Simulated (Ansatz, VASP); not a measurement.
# Two plane-wave programs on NaI

```
CELL_PARAMETERS angstrom
0.00000 3.21468 3.21468
3.21468 0.00000 3.21468
3.21468 3.21468 0.00000
ATOMIC_POSITIONS crystal
I 0.50000 0.50000 0.50000
Na 0.00000 0.00000 0.00000
```

Alike in both runs: task single point; functional PBE0; k mesh 4 × 4 × 4; occupations fermi-dirac, width 0.05 eV; no spin polarisation.

```csv
,VASP,Ansatz
version,VASP 6.6.1,Ansatz 0.2.0
potentials or method,"VASP PAW PBE potentials, release 64 (I, Na_pv)",Ansatz PAW
plane-wave cutoff (eV),520,420
valence electrons in the cell,14,26
```

```tsv
	VASP	Ansatz	Ansatz less VASP
gap on the k mesh at the Fermi level (eV)	5.41	5.41	-0.003
least direct gap on the mesh (eV)	5.41	5.41	-0.003
pressure (GPa)	0.4	0.5	+0.05
```

VASP's potentials hold 14 valence electrons a cell and Ansatz's 26, so a difference there can come from the potentials and not from the codes.

The k mesh is coarse, so the values compare programs but aren't converged. Neither program's run includes spin-orbit coupling.
